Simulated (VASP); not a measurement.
# PbCClF2 (C2/m) in VASP: a series of runs

Runs on PbCClF2. Level: r2SCAN. Tasks: single point.

All numbers are computed with VASP 6.6.1; they aren't measurements. Logs are shortened: lines on timing, memory, paths and dates and some standing lists are left out, and cuts for length are marked.

**1. The cell of the first run**

Symmetry: C2/m, No. 12, monoclinic system. Conventional cell: a = 6.013 Å, b = 5.942 Å, c = 9.535 Å, α = 90.00°, β = 95.23°, γ = 90.00°. Within 1.7 Å of C (site symmetry 2) lie 2 F at 1.28 Å and 1 C at 1.58 Å. Cl (site symmetry m) has 5 Pb at 3.08 to 3.25 Å and 4 F at 3.26 to 3.39 Å and 8 Cl at 3.70 to 4.23 Å and 2 C at 3.85 Å within 4.3 Å. Within 1.7 Å of F (site symmetry 1) lie 1 C at 1.28 Å. Pb (site symmetry m) has 4 F at 2.53 to 2.74 Å and 5 Cl at 3.08 to 3.25 Å and 2 C at 3.33 Å within 3.4 Å.

**2. Single point, r2SCAN**

The input, POSCAR:

```
PbCClF2
1.0
    3.0063750000      2.9711050000      0.0000000000
    3.0063750000     -2.9711050000      0.0000000000
    0.8694710000      0.0000000000     -9.4950960000
C Cl F Pb
2 2 4 2
Direct
    0.6330000000      0.3670000000      0.5000000000
    0.3670000000      0.6330000000      0.5000000000
    0.2730000000      0.2730000000      0.8811000000
    0.7270000000      0.7270000000      0.1189000000
    0.7880000000      0.3280000000      0.6109000000
    0.6720000000      0.2120000000      0.3891000000
    0.2120000000      0.6720000000      0.3891000000
    0.3280000000      0.7880000000      0.6109000000
    0.7732000000      0.7732000000      0.7770000000
    0.2268000000      0.2268000000      0.2230000000
```

The input, INCAR.step1:

```
SYSTEM = PbCClF2
  PREC = Accurate
  ENCUT = 520
  ISMEAR = -1
  SIGMA = 0.1
  LREAL = .FALSE.
  LASPH = .TRUE.
  NELM = 80
  NBANDS = 50
  GGA = PE
  ALGO = Normal
  EDIFF = 1E-4
  LWAVE = .TRUE.
  LCHARG = .FALSE.
```

The input, INCAR.step2:

```
SYSTEM = PbCClF2
  PREC = Accurate
  ENCUT = 520
  EDIFF = 1E-6
  ISMEAR = -1
  SIGMA = 0.1
  LREAL = .FALSE.
  LASPH = .TRUE.
  NELM = 80
  ALGO = Normal
  ISIF = 2
  LWAVE = .FALSE.
  LCHARG = .FALSE.
  METAGGA = R2SCAN
  LMIXTAU = .TRUE.
  NBANDS = 50
  ISTART = 1
```

The input, KPOINTS:

```
regular mesh
0
G
  4 4 2
  0 0 0
```

Potentials or basis: VASP PAW PBE potentials, release 64 (C, Cl, F, Pb_d).

Started as:

```console
$ cat potpaw_PBE.64/C/POTCAR potpaw_PBE.64/Cl/POTCAR potpaw_PBE.64/F/POTCAR potpaw_PBE.64/Pb_d/POTCAR > POTCAR
$ cp INCAR.step1 INCAR
$ mpirun -np 1 vasp_std > vasp.out
$ cp INCAR.step2 INCAR
$ mpirun -np 1 vasp_std > vasp.out
```

OUTCAR:

```text
SYSTEM = PbCClF2
   PREC = Accurate
   ENCUT = 520
   EDIFF = 1E-6
   ISMEAR = -1
   LREAL = .FALSE.
   LASPH = .TRUE.
   NELM = 80
   ISIF = 2
   METAGGA = R2SCAN
   ISTART = 1

 ion  position               nearest neighbor table
   1  0.633  0.367  0.500-   5 1.28   6 1.28   2 1.58
   2  0.367  0.633  0.500-   7 1.28   8 1.28   1 1.58
   3  0.273  0.273  0.881-   9 3.08   9 3.13   9 3.13  10 3.25   9 3.25
   4  0.727  0.727  0.119-  10 3.08  10 3.13  10 3.13   9 3.25  10 3.25
   5  0.788  0.328  0.611-   1 1.28   9 2.53   9 2.74
   6  0.672  0.212  0.389-   1 1.28  10 2.53  10 2.74
   7  0.212  0.672  0.389-   2 1.28  10 2.53  10 2.74
   8  0.328  0.788  0.611-   2 1.28   9 2.53   9 2.74
   9  0.773  0.773  0.777-   5 2.53   8 2.53   8 2.74   5 2.74   3 3.08   3 3.13   3 3.13   4 3.25
                             3 3.25
  10  0.227  0.227  0.223-   6 2.53   7 2.53   7 2.74   6 2.74   4 3.08   4 3.13   4 3.13   3 3.25
                             4 3.25

  LATTYP: Found a base centered monoclinic cell.
 ALAT       =     6.0127500000
 B/A-ratio  =     0.9882682633
 C/A-ratio  =     1.5857672210
 COS(beta)  =    -0.0911890136

  Lattice vectors:

 A1 = (  -3.0063750000,  -2.9711050000,   0.0000000000)
 A2 = (  -3.0063750000,   2.9711050000,   0.0000000000)
 A3 = (   0.8694710000,   0.0000000000,  -9.4950960000)

Analysis of symmetry for initial positions (statically):
=====================================================================
 Subroutine PRICEL returns:
 Original cell was already a primitive cell.

 Routine SETGRP: Setting up the symmetry group for a
 base centered monoclinic supercell.

 Subroutine GETGRP returns: Found  4 space group operations
 (whereof  4 operations were pure point group operations)
 out of a pool of  4 trial point group operations.

The static configuration has the point symmetry C_2h.

Analysis of symmetry for dynamics (positions and initial velocities):
=====================================================================
 Subroutine PRICEL returns:
 Original cell was already a primitive cell.

 Routine SETGRP: Setting up the symmetry group for a
 base centered monoclinic supercell.

 Subroutine GETGRP returns: Found  4 space group operations
 (whereof  4 operations were pure point group operations)
 out of a pool of  4 trial point group operations.

The dynamic configuration has the point symmetry C_2h.

 Subroutine INISYM returns: Found  4 space group operations
 (whereof  4 operations are pure point group operations),
 and found     1 'primitive' translations

----------------------------------------------------------------------------------------

                                     Primitive cell

  volume of cell :     169.6253

  direct lattice vectors                    reciprocal lattice vectors
     3.006375000  2.971105000  0.000000000     0.166313251  0.168287556  0.015229393
     3.006375000 -2.971105000  0.000000000     0.166313251 -0.168287556  0.015229393
     0.869471000  0.000000000 -9.495096000     0.000000000  0.000000000 -0.105317524

  length of vectors
     4.226790220  4.226790220  9.534821858     0.237092247  0.237092247  0.105317524

  position of ions in fractional coordinates (direct lattice)
     0.633000000  0.367000000  0.500000000
     0.367000000  0.633000000  0.500000000
     0.273000000  0.273000000  0.881100000
     0.727000000  0.727000000  0.118900000
     0.788000000  0.328000000  0.610900000
     0.672000000  0.212000000  0.389100000
     0.212000000  0.672000000  0.389100000
     0.328000000  0.788000000  0.610900000
     0.773200000  0.773200000  0.777000000
     0.226800000  0.226800000  0.223000000

  ion indices of the primitive-cell ions
   primitive index   ion index
                 1           1
                 2           2
                 3           3
                 4           4
                 5           5
                 6           6
                 7           7
                 8           8
                 9           9
                10          10

----------------------------------------------------------------------------------------

 KPOINTS: regular mesh

Automatic generation of k-mesh.
 Grid dimensions read from file:
 generate k-points for:    4    4    2

 Generating k-lattice:

  Cartesian coordinates                     Fractional coordinates (reciprocal lattice)
     0.041578313  0.042071889  0.003807348     0.250000000  0.000000000  0.000000000
     0.041578313 -0.042071889  0.003807348     0.000000000  0.250000000  0.000000000
     0.000000000  0.000000000 -0.052658762     0.000000000  0.000000000  0.500000000

  Length of vectors
     0.059273062  0.059273062  0.052658762

  Shift w.r.t. Gamma in fractional coordinates (k-lattice)
     0.000000000  0.000000000  0.000000000

 Subroutine IBZKPT returns following result:
 ===========================================

 Found     14 irreducible k-points:

 Following reciprocal coordinates:
            Coordinates               Weight
  0.000000  0.000000  0.000000      1.000000
  0.250000  0.000000  0.000000      4.000000
  0.500000  0.000000  0.000000      2.000000
  0.250000  0.250000  0.000000      2.000000
  0.500000  0.250000 -0.000000      4.000000
 -0.250000  0.250000  0.000000      2.000000
  0.500000  0.500000  0.000000      1.000000
  0.000000  0.000000  0.500000      1.000000
  0.250000  0.000000  0.500000      4.000000
  0.500000  0.000000  0.500000      2.000000
  0.250000  0.250000  0.500000      2.000000
  0.500000  0.250000  0.500000      4.000000
 -0.250000  0.250000  0.500000      2.000000
  0.500000  0.500000  0.500000      1.000000
   k-points           NKPTS =     14   k-points in BZ     NKDIM =     14   number of bands    NBANDS=     50
   number of dos      NEDOS =    301   number of ions     NIONS =     10
   total plane-waves  NPLWV =  73728
   dimension x,y,z NGX =    32 NGY =   32 NGZ =   72
   dimension x,y,z NGXF=    64 NGYF=   64 NGZF=  144
   ions per type =               2   2   4   2
   NGX,Y,Z   is equivalent  to a cutoff of  12.59, 12.59, 12.55 a.u.
   NGXF,Y,Z  is equivalent  to a cutoff of  25.17, 25.17, 25.11 a.u.
 SYSTEM =  PbCClF2
   PREC   = accura    normal or accurate (medium, high low for compatibility)
   ISTART =      1    job   : 0-new  1-cont  2-samecut
   ICHARG =      0    charge: 1-file 2-atom 10-const
   ISPIN  =      1    spin polarized calculation?
   LNONCOLLINEAR =      F non collinear calculations
   LSORBIT =      F    spin-orbit coupling
   LASPH  =      T    aspherical Exc in radial PAW
   ENCUT  =  520.0 eV  38.22 Ry    6.18 a.u.   7.86  7.86 17.73*2*pi/ulx,y,z
   NELM   =     80;   NELMIN=  2; NELMDL=  0     # of ELM steps
   EDIFF  = 0.1E-05   stopping-criterion for ELM
   LREAL  =      F    real-space projection
   EDIFFG = 0.1E-04   stopping-criterion for IOM
   NSW    =      0    number of steps for IOM
   IBRION =     -1    ionic relax: 0-MD 1-quasi-New 2-CG
   NFREE  =      0    steps in history (QN), initial steepest desc. (CG)
   ISIF   =      2    stress and relaxation
   ISYM   =      2    0-nonsym 1-usesym 2-fastsym
   POTIM  = 0.5000    time-step for ionic-motion
   TEBEG  =    0.0;   TEEND  =   0.0 temperature during run
   PSTRESS=    0.0 pullay stress
   NELECT =      78.0000    total number of electrons
   NUPDOWN=      -1.0000    fix difference up-down
   EMIN   =  10.00;   EMAX   =-10.00  energy-range for DOS
   EFERMI =   0.00;   METHOD = LEGACY
   ISMEAR =    -1;   SIGMA  =   0.10  broadening in eV -4-tet -1-fermi 0-gaus
   EFERMI_NEDOS =   21; number of points for ismear=-14 and -15
   IALGO  =     38    algorithm
   IMIX   =      4    mixing-type and parameters
     AMIX     =   0.40;   BMIX     =  1.00
     AMIX_MAG =   1.60;   BMIX_MAG =  1.00
  volume/ion in A,a.u.               =      16.96       114.47
  Fermi-wavevector in a.u.,A,eV,Ry     =   1.263600  2.387857 21.724209  1.596684
  Thomas-Fermi vector in A             =   2.396948
   LORBIT       =      0    0 simple, 1 ext, 2 COOP (PROOUT), +10 PAW based schemes
   METAGGA = R2SCAN    functional components
   LHFCALC =     F    Hartree Fock is set to
   AEXX    =    0.0000 exact exchange contribution
   IVDW    =     0    specifies the selected vdW correction
   LEPSILON=     F    determine dielectric tensor
   LRPA    =     F    only Hartree local field effects (RPA)
 non-spin polarized calculation
  energy-cutoff  :      520.00
  volume of cell :      169.63
 maximum number of plane-waves:      4580
   NGX = 15   NGY = 15   NGZ = 35

 number of electron      77.9999977 magnetization

 Free energy of the ion-electron system (eV)
  ---------------------------------------------------
  ext. energy  EPLUGINS =         0.00000000
  ---------------------------------------------------
  free energy    TOTEN  =      -160.70482413 eV

  energy without entropy =     -160.53320685  energy(sigma->0) =     -160.61901549

 E-fermi :   6.3883     XC(G=0): -10.0815

 val. band max:        6.3656779612   @ k =   0.2500   0.0000   0.5000
 cond. band min:       6.4555690276   @ k =  -0.2500   0.2500   0.0000
 fundamental gap:      0.0898910664
 Fermi energy:         6.3882754205

 k-point     1 :       0.0000    0.0000    0.0000
  band No.  band energies     occupation
      1     -27.8355      2.00000
      2     -27.3721      2.00000
      3     -26.6479      2.00000
      4     -26.3726      2.00000
      5     -13.2576      2.00000
      6     -13.2128      2.00000
[... 42 lines left out ...]
     49      11.6016      0.00000
     50      12.0719      0.00000

 k-point     2 :       0.2500    0.0000    0.0000
  band No.  band energies     occupation
      1     -27.7941      2.00000
      2     -27.4125      2.00000
      3     -26.6325      2.00000
      4     -26.3865      2.00000
      5     -13.2424      2.00000
      6     -13.2033      2.00000
[... 628 lines left out ...]
 k-point    14 :       0.5000    0.5000    0.5000
  band No.  band energies     occupation
      1     -27.6761      2.00000
      2     -27.5175      2.00000
      3     -26.6129      2.00000
      4     -26.4039      2.00000
      5     -13.2359      2.00000
      6     -13.2348      2.00000
[... 42 lines left out ...]
     49      11.7807      0.00000
     50      12.6616      0.00000

------------------------ aborting loop because EDIFF is reached ----------------------------------------

  FORCE on cell =-STRESS in cart. coord.  units (eV):
  Direction    XX          YY          ZZ          XY          YZ          ZX
  --------------------------------------------------------------------------------------
  -------------------------------------------------------------------------------------
  Total        8.9531939      1.0411298     18.6153473      0.0000000      0.0000000     -6.4454039
  in kB       84.5664437      9.8338810    175.8292886      0.0000000      0.0000000    -60.8793790
  external PRESSURE =      90.0765378 kB  Pullay stress =       0.0000000 kB

 VOLUME and BASIS-vectors are now :
 -----------------------------------------------------------------------------
  energy-cutoff  :      520.00
  volume of cell :      169.63
      direct lattice vectors                 reciprocal lattice vectors
     3.006375000  2.971105000  0.000000000     0.166313251  0.168287556  0.015229393
     3.006375000 -2.971105000  0.000000000     0.166313251 -0.168287556  0.015229393
     0.869471000  0.000000000 -9.495096000     0.000000000  0.000000000 -0.105317524

 POSITION                                       TOTAL-FORCE (eV/Angst)
 -----------------------------------------------------------------------------------
      3.44111      0.79031     -4.74755         0.000000    -11.800732      0.000000
      3.44111     -0.79031     -4.74755         0.000000     11.800732      0.000000
      2.40757      0.00000     -8.36613        -0.161377      0.000000      0.422770
      4.47465      0.00000     -1.12897         0.161377      0.000000     -0.422770
      3.88627      1.36671     -5.80055         0.754751      2.729789     -1.629157
      2.99595      1.36671     -3.69454        -0.754751      2.729789      1.629157
      2.99595     -1.36671     -3.69454        -0.754751     -2.729789      1.629157
      3.88627     -1.36671     -5.80055         0.754751     -2.729789     -1.629157
      5.32464      0.00000     -7.37769         0.738018      0.000000     -2.923590
      1.55758      0.00000     -2.11741        -0.738018      0.000000      2.923590
 -----------------------------------------------------------------------------------
    total drift:                               -0.000000      0.000000     -0.000000

  FREE ENERGIE OF THE ION-ELECTRON SYSTEM (eV)
  ---------------------------------------------------
  free  energy   TOTEN  =      -160.7048241347 eV

  energy  without entropy=     -160.5332068515  energy(sigma->0) =     -160.61901549
```

Run time: 4.5 min. Hardware: 1 thread of Intel Xeon Platinum 8259CL at 2.50GHz (Skylake/Cascade Lake), shared host; peak memory 0.35 GiB.

Results:

* Free energy: -160.7048 eV
* Pressure: 9.0 GPa
* Largest force: 11.801 eV/Å
* Band gap on the k mesh: zero (bands 39 and 40 overlap by 0.48 eV)

Forces on the atoms (eV/Å):
```
C     0.000 -11.801   0.000
C     0.000  11.801   0.000
Cl   -0.161   0.000   0.423
Cl    0.161   0.000  -0.423
F     0.755   2.730  -1.629
F    -0.755   2.730   1.629
F    -0.755  -2.730   1.629
F     0.755  -2.730  -1.629
Pb    0.738   0.000  -2.924
Pb   -0.738   0.000   2.924
```

Stress tensor (GPa, compression positive):
```
 8.46  0.00 -6.09
 0.00  0.98  0.00
-6.09  0.00 17.58
```

Levels at points of the mesh, in eV from the Fermi level:
```csv
k point,band 35,band 36,band 37,band 38,band 39,band 40,band 41,band 42,band 43,band 44
"(0.00, 0.00, 0.00)",-5.07,-5.05,-4.49,-3.89,-0.37,-0.23,0.40,2.16,2.24,2.49
"(0.50, 0.00, 0.00)",-4.99,-4.62,-4.62,-3.60,-0.28,-0.23,0.33,0.71,1.12,1.29
"(0.50, 0.50, 0.00)",-5.76,-5.18,-5.10,-3.24,0.20,0.41,0.90,1.09,1.21,1.27
"(0.00, 0.00, 0.50)",-5.09,-5.03,-4.43,-3.96,-0.81,0.17,0.38,2.19,2.38,2.49
"(0.50, 0.00, 0.50)",-4.99,-4.66,-4.63,-3.59,-0.45,-0.29,0.30,0.95,1.06,1.36
"(0.50, 0.50, 0.50)",-5.77,-5.15,-5.11,-3.27,0.20,0.41,0.89,1.06,1.14,1.39
```

Caveat: the k points lie up to 0.37 Å⁻¹ apart; the PAW data sets were made with another functional, which shifts forces and pressure a little; spin-orbit coupling is left out, which moves the levels of the heavy elements.

[end of part 1 of 2]

The gap in the log of VASP goes by the Fermi energy; the results here count the filled bands.